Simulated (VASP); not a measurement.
# B17HN18 (a cell with a defect) in VASP: a series of runs

B17HN18 (a cell with a defect) is run at these levels: PBE; tasks: single point.

All numbers are computed with VASP 6.6.1; they aren't measurements. Logs are shortened: lines on timing, memory, paths and dates and some standing lists are left out, and cuts for length are marked.

## 1. The cell of the first run

The cell holds a defect, 36 atoms: a = 7.465 Å, b = 7.465 Å, c = 6.495 Å, α = 90.00°, β = 90.00°, γ = 120.00°.

## 2. Single point, PBE, collinear spin

File INCAR:

```
SYSTEM = B17HN18
PREC = Accurate
ENCUT = 520
EDIFF = 1E-6
ISMEAR = 0
SIGMA = 0.01
LREAL = Auto
LASPH = .TRUE.
NELM = 200
ALGO = Normal
ISIF = 2
LWAVE = .FALSE.
LCHARG = .TRUE.
ISPIN = 2
MAGMOM = 0.02 0.01 0.02 0.01 0.01 0.01 0.01 0.02 0.01 0.02 0.02 0.02 0.02 0.01 0.01 0.01 0 0.07 0 0.08 0 0.02 0 0.03 -0.01 0.4 0.01 0.03 0 0.02 0 0.36 0 0.11 0 0
LORBIT = 11
NUPDOWN = 3.0
GGA = PE
LELF = .TRUE.
LVHAR = .TRUE.
NBANDS = 99
NELECT = 143.0
GGA_COMPAT = .FALSE.
ISYM = -1
```

File KPOINTS:

```
explicit points
1
Reciprocal
  0.25000000   0.25000000   0.25000000 1
```

File POSCAR:

```
B17HN18
1.0
    7.4650312800      0.0000000000      0.0000000000
   -3.7325156400      6.4649067300      0.0000000000
    0.0000000000      0.0000000000      6.4954828800
B N H
17 18 1
Direct
    0.0522679413      0.1912501569      0.2472366438
    0.2832227034      0.1409473427      0.7651761063
    0.0520347632      0.5245185515      0.2484390564
    0.2847713014      0.4755669986      0.7405439191
    0.0523098789      0.8580516882      0.2480050736
    0.2830922853      0.8095201164      0.7458663240
    0.3861778475      0.1915302089      0.2492214238
    0.6153823147      0.1410955895      0.7667195772
    0.3859157512      0.5247010580      0.2501390075
    0.3852022703      0.8579732777      0.2509139161
    0.6175607274      0.8107646394      0.7393123400
    0.7184033268      0.1911577498      0.2488992038
    0.9510389939      0.1455467074      0.7586414003
    0.7193076460      0.5248367753      0.2506942101
    0.9464130806      0.4753130654      0.7418010718
    0.7185033314      0.8577612593      0.2490967964
    0.9502365729      0.8094834642      0.7395066978
    0.1727959830      0.2532857131      0.7560102317
    0.1646575291      0.0813498425      0.2477251999
    0.1702994676      0.5855851145      0.7423819888
    0.1646856968      0.4145847430      0.2493814131
    0.1711959291      0.9198644691      0.7499292134
    0.1635572324      0.7475197172      0.2491329440
    0.4987387061      0.2413505261      0.7893628312
    0.4971293570      0.0807769478      0.2530736554
    0.5010928953      0.5944477362      0.7188335254
    0.4981319004      0.4146848128      0.2490604934
    0.5035491374      0.9193389292      0.7491017375
    0.4973416667      0.7479115314      0.2491669682
    0.8371849612      0.2532503889      0.7576530075
    0.8309679734      0.0810707784      0.2486047702
    0.8473655114      0.5934914691      0.7169872891
    0.8308295911      0.4143068153      0.2476345085
    0.8393584830      0.9217112964      0.7491547962
    0.8309769040      0.7481103918      0.2474873240
    0.5803869446      0.4006568934      0.7913164767
```

Potentials or basis: VASP PAW PBE potentials, release 64 (B, N, H).

Run with:

```bash
> cat potpaw_PBE.64/B/POTCAR potpaw_PBE.64/N/POTCAR potpaw_PBE.64/H/POTCAR > POTCAR
> mpirun -np 1 vasp_std > vasp.out
```

OUTCAR:

```text
SYSTEM = B17HN18
   PREC = Accurate
   ENCUT = 520
   EDIFF = 1E-6
   ISMEAR = 0
   LREAL = Auto
   LASPH = .TRUE.
   NELM = 200
   ISIF = 2
   ISPIN = 2
   LORBIT = 11
   NUPDOWN = 3.0
   GGA = PE
   NELECT = 143.0
   ISYM = -1

 ion  position               nearest neighbor table
   1  0.052  0.191  0.247-  31 1.43  19 1.44  21 1.44
   2  0.283  0.141  0.765-  24 1.40  22 1.43  18 1.44
   3  0.052  0.525  0.248-  33 1.43  21 1.44  23 1.44
   4  0.285  0.476  0.741-  26 1.41  18 1.44  20 1.45
   5  0.052  0.858  0.248-  35 1.43  23 1.43  19 1.44
   6  0.283  0.810  0.746-  28 1.43  22 1.44  20 1.45
[... 17 lines left out ...]
  24  0.499  0.241  0.789-  36 1.03   2 1.40   8 1.41
  25  0.497  0.081  0.253-  12 1.43   7 1.43  10 1.44
  26  0.501  0.594  0.719-  11 1.41   4 1.41
  27  0.498  0.415  0.249-  14 1.43   9 1.44   7 1.44
  28  0.504  0.919  0.749-   6 1.43   8 1.44  11 1.44
  29  0.497  0.748  0.249-  16 1.43  10 1.44   9 1.44
  30  0.837  0.253  0.758-  13 1.43   8 1.44  15 1.44
  31  0.831  0.081  0.249-   1 1.43  12 1.44  16 1.44
  32  0.847  0.593  0.717-  17 1.40  15 1.42
  33  0.831  0.414  0.248-   3 1.43  14 1.44  12 1.44
  34  0.839  0.922  0.749-  11 1.44  17 1.44  13 1.45
  35  0.831  0.748  0.247-   5 1.43  16 1.44  14 1.44
  36  0.580  0.401  0.791-  24 1.03

IMPORTANT INFORMATION: All symmetrisations will be switched off!
NOSYMM: (Re-)initialisation of all symmetry stuff for point group C_1.

----------------------------------------------------------------------------------------

                                     Primitive cell

  volume of cell :     313.4768

  direct lattice vectors                    reciprocal lattice vectors
     7.465031280  0.000000000  0.000000000     0.133957912  0.077340636  0.000000000
    -3.732515640  6.464906730  0.000000000     0.000000000  0.154681273  0.000000000
     0.000000000  0.000000000  6.495482880     0.000000000  0.000000000  0.153953142

  length of vectors
     7.465031280  7.465031281  6.495482880     0.154681273  0.154681273  0.153953142

  position of ions in fractional coordinates (direct lattice)
     0.052267941  0.191250157  0.247236644
     0.283222703  0.140947343  0.765176106
     0.052034763  0.524518552  0.248439056
     0.284771301  0.475566999  0.740543919
     0.052309879  0.858051688  0.248005074
     0.283092285  0.809520116  0.745866324
[... 28 lines left out ...]
     0.830976904  0.748110392  0.247487324
     0.580386945  0.400656893  0.791316477

  ion indices of the primitive-cell ions
   primitive index   ion index
                 1           1
                 2           2
                 3           3
                 4           4
                 5           5
                 6           6
[... 28 lines left out ...]
                35          35
                36          36

----------------------------------------------------------------------------------------

 KPOINTS: explicit points

Read explicit list of k-points.

 Found      1 k-points:

 Following reciprocal coordinates:
            Coordinates               Weight
  0.250000  0.250000  0.250000      1.000000
   k-points           NKPTS =      1   k-points in BZ     NKDIM =      1   number of bands    NBANDS=     99
   number of dos      NEDOS =    301   number of ions     NIONS =     36
   total plane-waves  NPLWV = 150528
   dimension x,y,z NGX =    56 NGY =   56 NGZ =   48
   dimension x,y,z NGXF=   112 NGYF=  112 NGZF=   96
   ions per type =              17  18   1
   NGX,Y,Z   is equivalent  to a cutoff of  12.47, 12.47, 12.29 a.u.
   NGXF,Y,Z  is equivalent  to a cutoff of  24.94, 24.94, 24.57 a.u.
 SYSTEM =  B17HN18
   PREC   = accura    normal or accurate (medium, high low for compatibility)
   ISTART =      0    job   : 0-new  1-cont  2-samecut
   ICHARG =      2    charge: 1-file 2-atom 10-const
   ISPIN  =      2    spin polarized calculation?
   LNONCOLLINEAR =      F non collinear calculations
   LSORBIT =      F    spin-orbit coupling
   LASPH  =      T    aspherical Exc in radial PAW
[... 42 lines left out ...]
  ---------------------------------------------------
  free energy    TOTEN  =      -299.11595913 eV

  energy without entropy =     -299.11595913  energy(sigma->0) =     -299.11595913

 E-fermi :   2.1456     XC(G=0): -10.2523

 val. band max:        6.3839849836   @ k =   0.2500   0.2500   0.2500
 cond. band min:       2.3635603236   @ k =   0.2500   0.2500   0.2500
 fundamental gap:     -4.0204246600
 Fermi energy:         6.4976607701

 spin component 1

 k-point     1 :       0.2500    0.2500    0.2500
  band No.  band energies     occupation
      1     -15.2479      1.00000
      2     -15.0106      1.00000
      3     -14.7705      1.00000
      4     -14.6003      1.00000
      5     -14.5022      1.00000
      6     -14.3540      1.00000
[... 75 lines left out ...]
     82       8.9915      0.00000
     83       9.2170      0.00000
 Fermi energy:         2.1456412596

 spin component 2

 k-point     1 :       0.2500    0.2500    0.2500
  band No.  band energies     occupation
      1     -15.1465      1.00000
      2     -14.9360      1.00000
      3     -14.6465      1.00000
      4     -14.5455      1.00000
      5     -14.4286      1.00000
      6     -14.1472      1.00000
[... 75 lines left out ...]
     82       9.1909      0.00000
     83       9.3639      0.00000
 [bands above 83 left out]

------------------------ aborting loop because EDIFF is reached ----------------------------------------

  FORCE on cell =-STRESS in cart. coord.  units (eV):
  Direction    XX          YY          ZZ          XY          YZ          ZX
  --------------------------------------------------------------------------------------
  -------------------------------------------------------------------------------------
  Total       33.8848250     36.3131964     11.9613412      2.9787198     -0.5690008     -1.0538839
  in kB      173.1850868    185.5964749     61.1343252     15.2242148     -2.9081589     -5.3863925
  external PRESSURE =     139.9719623 kB  Pullay stress =       0.0000000 kB

 VOLUME and BASIS-vectors are now :
 -----------------------------------------------------------------------------
  energy-cutoff  :      520.00
  volume of cell :      313.48
      direct lattice vectors                 reciprocal lattice vectors
     7.465031280  0.000000000  0.000000000     0.133957912  0.077340636  0.000000000
    -3.732515640  6.464906730  0.000000000     0.000000000  0.154681273  0.000000000
     0.000000000  0.000000000  6.495482880     0.000000000  0.000000000  0.153953142

 POSITION                                       TOTAL-FORCE (eV/Angst)
 -----------------------------------------------------------------------------------
     -0.32366      1.23641      1.60592         0.000032     -0.001184     -0.000836
      1.58818      0.91121      4.97019        -0.001551      0.001647      0.001288
     -1.56933      3.39096      1.61373         0.002232      0.000640     -0.001689
      0.35077      3.07450      4.81019         0.000867     -0.007679     -0.001024
     -2.81220      5.54722      1.61091        -0.000345     -0.000872     -0.000634
     -0.90825      5.23347      4.84476         0.001542      0.003121     -0.002087
[... 28 lines left out ...]
      3.41093      4.83646      1.60755        -0.001839      0.000713     -0.000646
      2.83715      2.59021      5.13998        -0.006331     -0.019126      0.004675
 -----------------------------------------------------------------------------------
    total drift:                                0.007204     -0.003284     -0.000690

  FREE ENERGIE OF THE ION-ELECTRON SYSTEM (eV)
  ---------------------------------------------------
  free  energy   TOTEN  =      -299.1159591279 eV

  energy  without entropy=     -299.1159591279  energy(sigma->0) =     -299.11595913

 total charge

# of ion       s       p       d       tot
------------------------------------------
    1        0.756   1.469   0.000   2.225
    2        0.764   1.501   0.000   2.265
    3        0.756   1.468   0.000   2.224
    4        0.759   1.475   0.000   2.234
    5        0.757   1.468   0.000   2.225
    6        0.756   1.472   0.000   2.228
[... 28 lines left out ...]
   35        1.232   2.812   0.000   4.044
   36        0.609   0.097   0.000   0.706
--------------------------------------------------
tot         35.765  75.260   0.000 111.026

 magnetization (x)

# of ion       s       p       d       tot
------------------------------------------
    1        0.002   0.029   0.000   0.031
    2        0.002   0.011   0.000   0.013
    3        0.002   0.030   0.000   0.032
    4        0.001   0.018   0.000   0.019
    5        0.001   0.019   0.000   0.020
    6        0.001   0.027   0.000   0.028
[... 28 lines left out ...]
   35       -0.000   0.006   0.000   0.005
   36       -0.001   0.005   0.000   0.005
--------------------------------------------------
tot          0.095   1.773   0.000   1.868
```

Wall time 6.2 min (1 thread of Intel Xeon Platinum 8259CL at 2.50GHz (Skylake/Cascade Lake), shared host); peak memory 0.5 GiB.

What came out:

```yaml
Free_energy: -299.1160 eV
Largest_force: 0.049 eV/Å
Net_moment: 3.00 μB per cell
Site_moments: B +0.03, +0.01, +0.02, +0.04, -0.00 (each value once); N +0.08, +0.00, +0.10, +0.02, -0.01, +0.06, +0.51, +0.01, +0.03, +0.46, -0.00, +0.14 (each value once); H +0.01 μB
Valence_electrons_inside_the_program's_atomic_spheres: B 2.23, 2.27, 2.22, 2.26 (each value once); N 4.02, 4.04, 4.01, 4.05, 4.06, 3.85, 3.87 (each value once); H 0.71
```

Forces in eV/Å, atoms in the order of the input:
```
B    0.000 -0.001 -0.001
B   -0.002  0.002  0.001
B    0.002  0.001 -0.002
B    0.001 -0.008 -0.001
B    0.000 -0.001 -0.001
B    0.002  0.003 -0.002
B   -0.001  0.001  0.000
B    0.000  0.003  0.002
B    0.003 -0.003  0.003
B    0.002 -0.002  0.001
B    0.014  0.008 -0.001
B    0.002  0.000 -0.001
B    0.007  0.001  0.002
B   -0.003 -0.003  0.003
B   -0.007 -0.013  0.002
B    0.001 -0.004  0.001
B   -0.021  0.003 -0.001
N    0.006 -0.001  0.001
N   -0.004  0.002  0.000
N    0.000 -0.001 -0.002
N   -0.001  0.003  0.000
N    0.001 -0.001 -0.001
N    0.000  0.001  0.002
N    0.006  0.048  0.000
N    0.000  0.000 -0.001
N    0.013 -0.016 -0.003
N   -0.001  0.003 -0.001
N   -0.002  0.001  0.000
N    0.002  0.004  0.000
N   -0.006 -0.002  0.001
N    0.000  0.002  0.001
N   -0.015 -0.007 -0.007
N    0.000  0.000  0.001
N    0.007 -0.005  0.000
N   -0.002  0.001 -0.001
H   -0.006 -0.019  0.005
```

Caveat: the cell carries a net charge on a neutralising background, which shifts energy and pressure; the cell is charged against a uniform background, so pressure and absolute levels hang on convention; the moment is held away from its start; the total moment is fixed, so each spin has its own Fermi level and the state may be an excited one.

(Continued in part 2 of 2.)
